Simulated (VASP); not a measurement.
# MgZn5S6 (P3m1) in VASP: notebook, part 2 of 2

VASP 6.6.1. The steps go on from the part before.

## (4) Single point, PBE

INCAR

```
ALGO = Normal
EDIFF = 1E-6
ENCUT = 600
GGA = PE
GGA_COMPAT = F
ISIF = 2
ISMEAR = 0
LASPH = T
LCHARG = F
LREAL = F
LWAVE = F
NBANDS = 61
NELM = 120
PREC = Accurate
SIGMA = 0.02
```

KPOINTS

```
k-points
0
Gamma
  12 12 2
```

POSCAR

```
MgZn5S6
1.0
    3.8767270994      0.0000000000      0.0000000000
   -1.9383635497      3.3573441516      0.0000000000
    0.0000000000      0.0000000000     19.0320949971
Mg Zn S
1 5 6
Direct
    0.3333333333      0.6666666667      0.1665510649
    0.0000000000      0.0000000000      0.9959130139
    0.0000000000      0.0000000000      0.5021333815
    0.6666666667      0.3333333333      0.6668207647
    0.6666666667      0.3333333333      0.3376654703
    0.3333333333      0.6666666667      0.8312198176
    0.0000000000      0.0000000000      0.1196553576
    0.0000000000      0.0000000000      0.6262935995
    0.3333333333      0.6666666667      0.2964434297
    0.6666666667      0.3333333333      0.7907283733
    0.6666666667      0.3333333333      0.4614318276
    0.3333333333      0.6666666667      0.9551438994
```

Potentials or basis: VASP PAW PBE potentials, release 64 (Mg, Zn, S).

Run with:

```bash
cat potpaw_PBE.64/Mg/POTCAR potpaw_PBE.64/Zn/POTCAR potpaw_PBE.64/S/POTCAR > POTCAR
mpirun -np 1 vasp_std > vasp.out
```

OUTCAR:

```text
EDIFF = 1E-6
   ENCUT = 600
   GGA = PE
   ISIF = 2
   ISMEAR = 0
   LASPH = T
   LREAL = F
   NELM = 120
   PREC = Accurate

 ion  position               nearest neighbor table
   1  0.333  0.667  0.167-   7 2.41   7 2.41   7 2.41   9 2.47
   2  0.000  0.000  0.996-   7 2.36  12 2.37  12 2.37  12 2.37
   3  0.000  0.000  0.502-   8 2.36  11 2.37  11 2.37  11 2.37
   4  0.667  0.333  0.667-  10 2.36   8 2.37   8 2.37   8 2.37
   5  0.667  0.333  0.338-  11 2.36   9 2.37   9 2.37   9 2.37
   6  0.333  0.667  0.831-  12 2.36  10 2.37  10 2.37  10 2.37
   7  0.000  0.000  0.120-   2 2.36   1 2.41   1 2.41   1 2.41
   8  0.000  0.000  0.626-   3 2.36   4 2.37   4 2.37   4 2.37
   9  0.333  0.667  0.296-   5 2.37   5 2.37   5 2.37   1 2.47
  10  0.667  0.333  0.791-   4 2.36   6 2.37   6 2.37   6 2.37
  11  0.667  0.333  0.461-   5 2.36   3 2.37   3 2.37   3 2.37
  12  0.333  0.667  0.955-   6 2.36   2 2.37   2 2.37   2 2.37

  LATTYP: Found a hexagonal cell.
 ALAT       =     3.8767270994
 C/A-ratio  =     4.9093202872

  Lattice vectors:

 A1 = (   3.8767270994,   0.0000000000,   0.0000000000)
 A2 = (  -1.9383635497,   3.3573441516,   0.0000000000)
 A3 = (   0.0000000000,   0.0000000000,  19.0320949971)

Analysis of symmetry for initial positions (statically):
=====================================================================
 Subroutine PRICEL returns:
 Original cell was already a primitive cell.

 Routine SETGRP: Setting up the symmetry group for a
 hexagonal supercell.

 Subroutine GETGRP returns: Found  6 space group operations
 (whereof  6 operations were pure point group operations)
 out of a pool of 24 trial point group operations.

The static configuration has the point symmetry C_3v.

Analysis of symmetry for dynamics (positions and initial velocities):
=====================================================================
 Subroutine PRICEL returns:
 Original cell was already a primitive cell.

 Routine SETGRP: Setting up the symmetry group for a
 hexagonal supercell.

 Subroutine GETGRP returns: Found  6 space group operations
 (whereof  6 operations were pure point group operations)
 out of a pool of 24 trial point group operations.

The dynamic configuration has the point symmetry C_3v.

 Subroutine INISYM returns: Found  6 space group operations
 (whereof  6 operations are pure point group operations),
 and found     1 'primitive' translations

----------------------------------------------------------------------------------------

                                     Primitive cell

  volume of cell :     247.7124

  direct lattice vectors                    reciprocal lattice vectors
     3.876727099  0.000000000  0.000000000     0.257949547  0.148927241  0.000000000
    -1.938363550  3.357344152  0.000000000     0.000000000  0.297854481  0.000000000
     0.000000000  0.000000000 19.032094997     0.000000000  0.000000000  0.052542823

  length of vectors
     3.876727099  3.876727099 19.032094997     0.297854481  0.297854481  0.052542823

  position of ions in fractional coordinates (direct lattice)
     0.333333333  0.666666667  0.166551065
     0.000000000  0.000000000  0.995913014
     0.000000000  0.000000000  0.502133382
     0.666666667  0.333333333  0.666820765
[... 74 lines left out ...]
  0.250000  0.000000  0.500000      6.000000
  0.333333  0.000000  0.500000      6.000000
 [... further k-points ...]
   k-points           NKPTS =     38   k-points in BZ     NKDIM =     38   number of bands    NBANDS=     61
   number of dos      NEDOS =    301   number of ions     NIONS =     12
   total plane-waves  NPLWV = 163840
   dimension x,y,z NGX =    32 NGY =   32 NGZ =  160
   dimension x,y,z NGXF=    64 NGYF=   64 NGZF=  320
   ions per type =               1   5   6
   NGX,Y,Z   is equivalent  to a cutoff of  13.72, 13.72, 13.98 a.u.
   NGXF,Y,Z  is equivalent  to a cutoff of  27.45, 27.45, 27.95 a.u.
 SYSTEM =  unknown system
   PREC   = accura    normal or accurate (medium, high low for compatibility)
   ISTART =      0    job   : 0-new  1-cont  2-samecut
   ICHARG =      2    charge: 1-file 2-atom 10-const
   ISPIN  =      1    spin polarized calculation?
   LNONCOLLINEAR =      F non collinear calculations
   LSORBIT =      F    spin-orbit coupling
   LASPH  =      T    aspherical Exc in radial PAW
   ENCUT  =  600.0 eV  44.10 Ry    6.64 a.u.   7.74  7.74 38.01*2*pi/ulx,y,z
   NELM   =    120;   NELMIN=  2; NELMDL= -5     # of ELM steps
   EDIFF  = 0.1E-05   stopping-criterion for ELM
   LREAL  =      F    real-space projection
   EDIFFG = 0.1E-04   stopping-criterion for IOM
   NSW    =      0    number of steps for IOM
   IBRION =     -1    ionic relax: 0-MD 1-quasi-New 2-CG
   NFREE  =      0    steps in history (QN), initial steepest desc. (CG)
   ISIF   =      2    stress and relaxation
   ISYM   =      2    0-nonsym 1-usesym 2-fastsym
   POTIM  = 0.5000    time-step for ionic-motion
   TEBEG  =    0.0;   TEEND  =   0.0 temperature during run
   PSTRESS=    0.0 pullay stress
   NELECT =      98.0000    total number of electrons
   NUPDOWN=      -1.0000    fix difference up-down
   EMIN   =  10.00;   EMAX   =-10.00  energy-range for DOS
   EFERMI =   0.00;   METHOD = LEGACY
   ISMEAR =     0;   SIGMA  =   0.02  broadening in eV -4-tet -1-fermi 0-gaus
   EFERMI_NEDOS =   21; number of points for ismear=-14 and -15
   IALGO  =     38    algorithm
   IMIX   =      4    mixing-type and parameters
     AMIX     =   0.40;   BMIX     =  1.00
     AMIX_MAG =   1.60;   BMIX_MAG =  1.00
  volume/ion in A,a.u.               =      20.64       139.30
  Fermi-wavevector in a.u.,A,eV,Ry     =   1.201806  2.271084 19.651400  1.444337
  Thomas-Fermi vector in A             =   2.337605
   LORBIT       =      0    0 simple, 1 ext, 2 COOP (PROOUT), +10 PAW based schemes
   GGA     = PE    functional components
   LHFCALC =     F    Hartree Fock is set to
   AEXX    =    0.0000 exact exchange contribution
   IVDW    =     0    specifies the selected vdW correction
   LEPSILON=     F    determine dielectric tensor
   LRPA    =     F    only Hartree local field effects (RPA)
 non-spin polarized calculation
 Gauss-broadening in eV      SIGMA  =   0.02
  energy-cutoff  :      600.00
  volume of cell :      247.71
 maximum number of plane-waves:      8320
 NGX is ok and might be reduce to    32
   NGX = 15   NGY = 15   NGZ = 77

 number of electron      98.0000004 magnetization

 Free energy of the ion-electron system (eV)
  ---------------------------------------------------
  ext. energy  EPLUGINS =         0.00000000
  ---------------------------------------------------
  free energy    TOTEN  =       -42.65666551 eV

  energy without entropy =      -42.65666551  energy(sigma->0) =      -42.65666551

 E-fermi :   1.8766     XC(G=0):  -9.3054

 val. band max:        1.7912810272   @ k =   0.0000   0.0000   0.0000
 cond. band min:       3.9058230033   @ k =   0.0000   0.0000   0.0000
 fundamental gap:      2.1145419760
 Fermi energy:         1.8765566485

 k-point     1 :       0.0000    0.0000    0.0000
  band No.  band energies     occupation
      1     -11.0173      2.00000
      2     -10.8544      2.00000
      3     -10.6879      2.00000
      4     -10.3935      2.00000
      5     -10.2839      2.00000
      6      -9.9785      2.00000
[... 1525 lines left out ...]
     60       8.6029      0.00000
     61       8.7578      0.00000

 [... further k-points ...]
[... 5 lines left out ...]
  --------------------------------------------------------------------------------------
  -------------------------------------------------------------------------------------
  Total        0.1319207      0.1319207      0.1288370     -0.0000000      0.0000000     -0.0000000
  in kB        0.8532490      0.8532490      0.8333044     -0.0000000      0.0000000     -0.0000000
  external PRESSURE =       0.8466008 kB  Pullay stress =       0.0000000 kB

 VOLUME and BASIS-vectors are now :
 -----------------------------------------------------------------------------
  energy-cutoff  :      600.00
  volume of cell :      247.71
      direct lattice vectors                 reciprocal lattice vectors
     3.876727099  0.000000000  0.000000000     0.257949547  0.148927241  0.000000000
    -1.938363550  3.357344152  0.000000000     0.000000000  0.297854481  0.000000000
     0.000000000  0.000000000 19.032094997     0.000000000  0.000000000  0.052542823

 POSITION                                       TOTAL-FORCE (eV/Angst)
 -----------------------------------------------------------------------------------
     -0.00000      2.23823      3.16982        -0.000000     -0.000000     -0.004099
      0.00000      0.00000     18.95431        -0.000000     -0.000000      0.002154
      0.00000      0.00000      9.55665        -0.000000     -0.000000      0.001369
      1.93836      1.11911     12.69100         0.000000      0.000000      0.001298
      1.93836      1.11911      6.42648         0.000000     -0.000000     -0.001618
     -0.00000      2.23823     15.81985        -0.000000     -0.000000      0.001030
      0.00000      0.00000      2.27729         0.000000     -0.000000      0.022686
      0.00000      0.00000     11.91968         0.000000     -0.000000     -0.000718
     -0.00000      2.23823      5.64194        -0.000000     -0.000000     -0.019203
      1.93836      1.11911     15.04922        -0.000000     -0.000000     -0.000967
      1.93836      1.11911      8.78201        -0.000000     -0.000000     -0.000960
     -0.00000      2.23823     18.17839         0.000000     -0.000000     -0.000972
 -----------------------------------------------------------------------------------
    total drift:                               -0.000002     -0.000000      0.000912

  FREE ENERGIE OF THE ION-ELECTRON SYSTEM (eV)
  ---------------------------------------------------
  free  energy   TOTEN  =       -42.6566655143 eV

  energy  without entropy=      -42.6566655143  energy(sigma->0) =      -42.65666551
```

It took 8.1 min on 1 thread of Intel Xeon 6975P-C (Granite Rapids), shared host; peak memory 0.77 GiB.

What came out:

| Item | Value |
| --- | --- |
| Free energy | -42.6567 eV |
| Pressure | 0.1 GPa |
| Largest force | 0.023 eV/Å |
| Band gap on the k mesh | 2.11 eV |

Forces in eV/Å, atoms in the order of the input:
```
Mg   0.000  0.000 -0.004
Zn   0.000  0.000  0.002
Zn   0.000  0.000  0.001
Zn   0.000  0.000  0.001
Zn   0.000  0.000 -0.002
Zn   0.000  0.000  0.001
S    0.000  0.000  0.023
S    0.000  0.000 -0.001
S    0.000  0.000 -0.019
S    0.000  0.000 -0.001
S    0.000  0.000 -0.001
S    0.000  0.000 -0.001
```

A k mesh can miss the band edges.

## (5) Summary

| task | cell | k mesh | cutoff (eV) | smearing | gap on the mesh (eV) | pressure (GPa) | largest force (eV/Å) |
| --- | --- | --- | --- | --- | --- | --- | --- |
| single point | a = 3.877, b = 3.877, c = 19.028 Å, angles 90.0, 90.0, 120.0°, 12 atoms, atomic positions A | 6 × 6 × 1 | 520 | gaussian 0.1 eV | 2.11 | 0.1 | 0.02 |
| relaxation of cell and atoms | relaxed from a = 3.794, b = 3.794, c = 18.603 Å, angles 90.0, 90.0, 120.0°, 12 atoms, atomic positions B | 6 × 6 × 1 | 600 | gaussian 0.1 eV | 2.11 | 0.1 | 0.02 |
| single point | a = 3.877, b = 3.877, c = 19.032 Å, angles 90.0, 90.0, 120.0°, 12 atoms, atomic positions A | 12 × 12 × 2 | 600 | gaussian 0.02 eV | 2.11 | 0.1 | 0.02 |

Alike in all rows: level PBE; potentials or basis VASP PAW PBE potentials, release 64 (Mg, Zn, S); no spin polarisation.

Absolute energies hang on the potentials; compare differences alone.
